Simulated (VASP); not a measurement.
Set up this calculation in VASP 6.6.1, as the native input.

```
Task                   : single point
Functional             : PBE
Potentials or basis    : VASP PAW PBE potentials, release 64 (Lu)
Cutoff                 : 520 eV
k mesh                 : 20 × 20 × 20
Occupations            : fermi-dirac, width 0.0612256 eV
Spin                   : no spin polarisation
Dipole correction      : no
Further INCAR settings : ALGO = Normal; EDIFF = 1e-06; NBANDS = 18
```

The structure of Lu lies in POSCAR:

```
Lu
1.0
   -1.9351730310      1.9351730310      1.9351730310
    1.9351730310     -1.9351730310      1.9351730310
    1.9351730310      1.9351730310     -1.9351730310
Lu
1
Direct
    0.0000000000      0.0000000000      0.0000000000
```

This isn't the form of Lu at room conditions, which is hcp.

One way to write it, as run:

INCAR

```
SYSTEM = Lu
  ALGO = Normal
  EDIFF = 1E-6
  ENCUT = 520
  GGA = PE
  ISIF = 2
  ISMEAR = -1
  LASPH = .TRUE.
  LCHARG = .TRUE.
  LELF = .TRUE.
  LREAL = .FALSE.
  LVHAR = .TRUE.
  LWAVE = .FALSE.
  NBANDS = 18
  NELM = 100
  PREC = Accurate
  SIGMA = 0.06122561905347299
```

KPOINTS

```
k-points
0
G
  20 20 20
  0 0 0
```

Potentials or basis: VASP PAW PBE potentials, release 64 (Lu).

Command:

```bash
$ cat potpaw_PBE.64/Lu/POTCAR > POTCAR
$ mpirun -np 1 vasp_std > vasp.out
```

It gave:

```
Pressure               : 1.1 GPa
Band gap on the k mesh : zero (an odd number of electrons rules out a gap without spin polarisation)
```

Caveat: spin-orbit coupling is left out, which moves the levels of the heavy elements.

It took 67 s on 1 thread of AMD EPYC 9R45 96-Core Processor (Zen 5), with other jobs on the host, peak memory 0.25 GiB.
